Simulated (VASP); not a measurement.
# BN in VASP: further runs, part 3 of 3

VASP 6.6.1.

## 5. Single point, PBEsol (volume scaled by 0.98)

Contents of INCAR:

```
ALGO = Normal ; EDIFF = 1E-6
ENCUT = 520 ; GGA = PS
ISIF = 2 ; ISMEAR = -1
LASPH = True ; LCHARG = False
LREAL = False ; LWAVE = False
NBANDS = 11 ; NELM = 60
PREC = Accurate ; SIGMA = 0.03
```

Contents of KPOINTS:

```
k-points
0
Gamma
  13 13 13
```

Contents of POSCAR:

```
BN
1.0
    0.0000000000      1.7953687620      1.7953687620
    1.7953687620      0.0000000000      1.7953687620
    1.7953687620      1.7953687620      0.0000000000
B N
1 1
Direct
    0.0000000000      0.0000000000      0.0000000000
    0.7500000000      0.7500000000      0.7500000000
```

Potentials or basis: VASP PAW PBE potentials, release 64 (B, N).

Launch:

```console
$ cat potpaw_PBE.64/B/POTCAR potpaw_PBE.64/N/POTCAR > POTCAR
$ mpirun -np 1 vasp_std > vasp.out
```

OUTCAR:

```text
EDIFF = 1E-6
   ENCUT = 520
   GGA = PS
   ISIF = 2
   ISMEAR = -1
   LASPH = True
   LREAL = False
   NELM = 60
   PREC = Accurate

 ion  position               nearest neighbor table
   1  0.000  0.000  0.000-   2 1.55   2 1.55   2 1.55   2 1.55
   2  0.750  0.750  0.750-   1 1.55   1 1.55   1 1.55   1 1.55

  LATTYP: Found a face centered cubic cell.
 ALAT       =     3.5907375240

  Lattice vectors:

 A1 = (   0.0000000000,   1.7953687620,   1.7953687620)
 A2 = (   1.7953687620,   0.0000000000,   1.7953687620)
 A3 = (   1.7953687620,   1.7953687620,   0.0000000000)

Analysis of symmetry for initial positions (statically):
=====================================================================
 Subroutine PRICEL returns:
 Original cell was already a primitive cell.

 Routine SETGRP: Setting up the symmetry group for a
 face centered cubic supercell.

 Subroutine GETGRP returns: Found 24 space group operations
 (whereof 24 operations were pure point group operations)
 out of a pool of 48 trial point group operations.

The static configuration has the point symmetry T_d .

Analysis of symmetry for dynamics (positions and initial velocities):
=====================================================================
 Subroutine PRICEL returns:
 Original cell was already a primitive cell.

 Routine SETGRP: Setting up the symmetry group for a
 face centered cubic supercell.

 Subroutine GETGRP returns: Found 24 space group operations
 (whereof 24 operations were pure point group operations)
 out of a pool of 48 trial point group operations.

The dynamic configuration has the point symmetry T_d .

 Subroutine INISYM returns: Found 24 space group operations
 (whereof 24 operations are pure point group operations),
 and found     1 'primitive' translations

----------------------------------------------------------------------------------------

                                     Primitive cell

  volume of cell :      11.5742

  direct lattice vectors                    reciprocal lattice vectors
     0.000000000  1.795368762  1.795368762    -0.278494319  0.278494319  0.278494319
     1.795368762  0.000000000  1.795368762     0.278494319 -0.278494319  0.278494319
     1.795368762  1.795368762  0.000000000     0.278494319  0.278494319 -0.278494319

  length of vectors
     2.539034853  2.539034853  2.539034853     0.482366309  0.482366309  0.482366309

  position of ions in fractional coordinates (direct lattice)
     0.000000000  0.000000000  0.000000000
     0.750000000  0.750000000  0.750000000

  ion indices of the primitive-cell ions
   primitive index   ion index
                 1           1
                 2           2

----------------------------------------------------------------------------------------

 KPOINTS: k-points

Automatic generation of k-mesh.
 Grid dimensions read from file:
 generate k-points for:   13   13   13

 Generating k-lattice:

  Cartesian coordinates                     Fractional coordinates (reciprocal lattice)
    -0.021422640  0.021422640  0.021422640     0.076923077  0.000000000  0.000000000
     0.021422640 -0.021422640  0.021422640     0.000000000  0.076923077  0.000000000
     0.021422640  0.021422640 -0.021422640     0.000000000  0.000000000  0.076923077

  Length of vectors
     0.037105101  0.037105101  0.037105101

  Shift w.r.t. Gamma in fractional coordinates (k-lattice)
     0.000000000  0.000000000  0.000000000

 Subroutine IBZKPT returns following result:
 ===========================================

 Found     84 irreducible k-points:

 Following reciprocal coordinates:
            Coordinates               Weight
  0.000000  0.000000  0.000000      1.000000
  0.076923  0.000000  0.000000      8.000000
  0.153846  0.000000  0.000000      8.000000
  0.230769  0.000000  0.000000      8.000000
  0.307692  0.000000  0.000000      8.000000
  0.384615  0.000000  0.000000      8.000000
[... 16 lines left out ...]
  0.384615  0.153846  0.000000     24.000000
  0.461538  0.153846  0.000000     24.000000
 [... further k-points ...]
   k-points           NKPTS =     84   k-points in BZ     NKDIM =     84   number of bands    NBANDS=     11
   number of dos      NEDOS =    301   number of ions     NIONS =      2
   total plane-waves  NPLWV =   8000
   dimension x,y,z NGX =    20 NGY =   20 NGZ =   20
   dimension x,y,z NGXF=    40 NGYF=   40 NGZF=   40
   ions per type =               1   1
   NGX,Y,Z   is equivalent  to a cutoff of  13.10, 13.10, 13.10 a.u.
   NGXF,Y,Z  is equivalent  to a cutoff of  26.19, 26.19, 26.19 a.u.
 SYSTEM =  unknown system
   PREC   = accura    normal or accurate (medium, high low for compatibility)
   ISTART =      0    job   : 0-new  1-cont  2-samecut
   ICHARG =      2    charge: 1-file 2-atom 10-const
   ISPIN  =      1    spin polarized calculation?
   LNONCOLLINEAR =      F non collinear calculations
   LSORBIT =      F    spin-orbit coupling
   LASPH  =      T    aspherical Exc in radial PAW
   ENCUT  =  520.0 eV  38.22 Ry    6.18 a.u.   4.72  4.72  4.72*2*pi/ulx,y,z
   NELM   =     60;   NELMIN=  2; NELMDL= -5     # of ELM steps
   EDIFF  = 0.1E-05   stopping-criterion for ELM
   LREAL  =      F    real-space projection
[... 7 lines left out ...]
   TEBEG  =    0.0;   TEEND  =   0.0 temperature during run
   PSTRESS=    0.0 pullay stress
   NELECT =       8.0000    total number of electrons
   NUPDOWN=      -1.0000    fix difference up-down
   EMIN   =  10.00;   EMAX   =-10.00  energy-range for DOS
   EFERMI =   0.00;   METHOD = LEGACY
   ISMEAR =    -1;   SIGMA  =   0.03  broadening in eV -4-tet -1-fermi 0-gaus
   EFERMI_NEDOS =   21; number of points for ismear=-14 and -15
   IALGO  =     38    algorithm
   IMIX   =      4    mixing-type and parameters
     AMIX     =   0.40;   BMIX     =  1.00
     AMIX_MAG =   1.60;   BMIX_MAG =  1.00
  volume/ion in A,a.u.               =       5.79        39.05
  Fermi-wavevector in a.u.,A,eV,Ry     =   1.447464  2.735311 28.506282  2.095153
  Thomas-Fermi vector in A             =   2.565416
   LORBIT       =      0    0 simple, 1 ext, 2 COOP (PROOUT), +10 PAW based schemes
   GGA     = PS    functional components
   LHFCALC =     F    Hartree Fock is set to
   AEXX    =    0.0000 exact exchange contribution
   IVDW    =     0    specifies the selected vdW correction
   LEPSILON=     F    determine dielectric tensor
   LRPA    =     F    only Hartree local field effects (RPA)
 non-spin polarized calculation
  energy-cutoff  :      520.00
  volume of cell :       11.57
 maximum number of plane-waves:       331
   NGX =  9   NGY =  9   NGZ =  9

 number of electron       7.9999998 magnetization

 Free energy of the ion-electron system (eV)
  ---------------------------------------------------
  ext. energy  EPLUGINS =         0.00000000
  ---------------------------------------------------
  free energy    TOTEN  =       -18.34382055 eV

  energy without entropy =      -18.34382055  energy(sigma->0) =      -18.34382055

 E-fermi :   8.2788     XC(G=0): -13.1151

 val. band max:        7.6137102683   @ k =   0.0000   0.0000   0.0000
 cond. band min:      11.9890539015   @ k =   0.4615   0.4615   0.0000
 fundamental gap:      4.3753436332
 Fermi energy:         8.2788332402

 k-point     1 :       0.0000    0.0000    0.0000
  band No.  band energies     occupation
      1     -12.8715      2.00000
      2       7.6137      2.00000
      3       7.6137      2.00000
      4       7.6137      2.00000
      5      16.4701      0.00000
      6      16.4701      0.00000
      7      16.4701      0.00000
      8      18.2091      0.00000
      9      32.5040      0.00000
     10      35.5523      0.00000
     11      35.5523      0.00000
[... 309 lines left out ...]
 k-point    24 :       0.4615    0.1538    0.0000
  band No.  band energies     occupation
      1      -8.7724      2.00000
      2      -1.8736      2.00000
      3       4.2802      2.00000
      4       4.7055      2.00000
      5      16.4881      0.00000
      6      19.9191      0.00000
      7      20.2250      0.00000
      8      22.4196      0.00000
      9      28.5197      0.00000
     10      34.1334      0.00000
     11      35.8212      0.00000

 [... further k-points ...]

------------------------ aborting loop because EDIFF is reached ----------------------------------------

  FORCE on cell =-STRESS in cart. coord.  units (eV):
  Direction    XX          YY          ZZ          XY          YZ          ZX
  --------------------------------------------------------------------------------------
  -------------------------------------------------------------------------------------
  Total        0.4037495      0.4037495      0.4037495     -0.0000000      0.0000000      0.0000000
  in kB       55.8896703     55.8896703     55.8896703     -0.0000000      0.0000000      0.0000000
  external PRESSURE =      55.8896703 kB  Pullay stress =       0.0000000 kB

 VOLUME and BASIS-vectors are now :
 -----------------------------------------------------------------------------
  energy-cutoff  :      520.00
  volume of cell :       11.57
      direct lattice vectors                 reciprocal lattice vectors
     0.000000000  1.795368762  1.795368762    -0.278494319  0.278494319  0.278494319
     1.795368762  0.000000000  1.795368762     0.278494319 -0.278494319  0.278494319
     1.795368762  1.795368762  0.000000000     0.278494319  0.278494319 -0.278494319

 POSITION                                       TOTAL-FORCE (eV/Angst)
 -----------------------------------------------------------------------------------
      0.00000      0.00000      0.00000         0.000000      0.000000      0.000000
      2.69305      2.69305      2.69305        -0.000000     -0.000000     -0.000000
 -----------------------------------------------------------------------------------
    total drift:                               -0.000000     -0.000000     -0.000000

  FREE ENERGIE OF THE ION-ELECTRON SYSTEM (eV)
  ---------------------------------------------------
  free  energy   TOTEN  =       -18.3438205504 eV

  energy  without entropy=      -18.3438205504  energy(sigma->0) =      -18.34382055
```

OSZICAR:

```text
N       E                     dE             d eps       ncg     rms          rms(c)
DAV:   1     0.959624498698E+01    0.95962E+01   -0.49847E+03  1912   0.728E+02
DAV:   2    -0.187781827946E+02   -0.28374E+02   -0.27542E+02  2236   0.166E+02
DAV:   3    -0.193205328813E+02   -0.54235E+00   -0.54132E+00  2205   0.191E+01
DAV:   4    -0.193212525484E+02   -0.71967E-03   -0.71966E-03  1968   0.755E-01
DAV:   5    -0.193212531431E+02   -0.59469E-06   -0.59469E-06  2142   0.218E-02    0.667E+00
DAV:   6    -0.184548788875E+02    0.86637E+00   -0.26516E+00  1941   0.941E+00    0.333E+00
DAV:   7    -0.183647697723E+02    0.90109E-01   -0.10822E-01  2106   0.261E+00    0.190E+00
DAV:   8    -0.183437997285E+02    0.20970E-01   -0.33450E-02  2067   0.126E+00    0.189E-01
DAV:   9    -0.183438005064E+02   -0.77795E-06   -0.82878E-04  1977   0.246E-01    0.811E-02
DAV:  10    -0.183438187520E+02   -0.18246E-04   -0.61022E-05  2045   0.683E-02    0.133E-02
DAV:  11    -0.183438205238E+02   -0.17718E-05   -0.39834E-06  2065   0.153E-02    0.839E-03
DAV:  12    -0.183438205504E+02   -0.26665E-07   -0.95702E-07   972   0.661E-03
   1 F= -.18343821E+02 E0= -.18343821E+02  d E =-.474496E-12
```

It took 13 s on 1 thread of Intel Xeon 8259CL, shared host; peak memory 0.12 GiB.

What came out:

| Property | Result |
| --- | --- |
| Free energy | -18.3438 eV |
| Pressure | 5.6 GPa |
| Band gap on the k mesh | 4.38 eV, indirect (least direct gap 8.86 eV) |

Caveat: the PAW data sets were made with another functional, which shifts forces and pressure a little. A k mesh can miss the band edges.

## 6. The runs side by side

```tsv
cell	gap on the mesh (eV)	pressure (GPa)
a = 2.569, b = 2.569, c = 2.556 Å, angles 60.2, 60.2, 59.7°, 2 atoms	4.25	-6.0
a = 2.595, b = 2.595, c = 2.556 Å, angles 60.5, 60.5, 59.0°, 2 atoms	4.06	-13.0
a = 2.504 Å, angles 60.0°, 2 atoms	4.42	23.9
a = 2.539 Å, angles 60.0°, 2 atoms	4.38	5.6
```

Alike in all rows: task single point; level PBEsol; potentials or basis VASP PAW PBE potentials, release 64 (B, N); no spin polarisation; k mesh 13 × 13 × 13; cutoff (eV) 520; smearing fermi-dirac 0.03 eV.

Caveats: the PAW data sets were made with another functional, which shifts forces and pressure a little.

Total energies depend on the potentials used, so only differences within one code and one set of settings carry meaning.
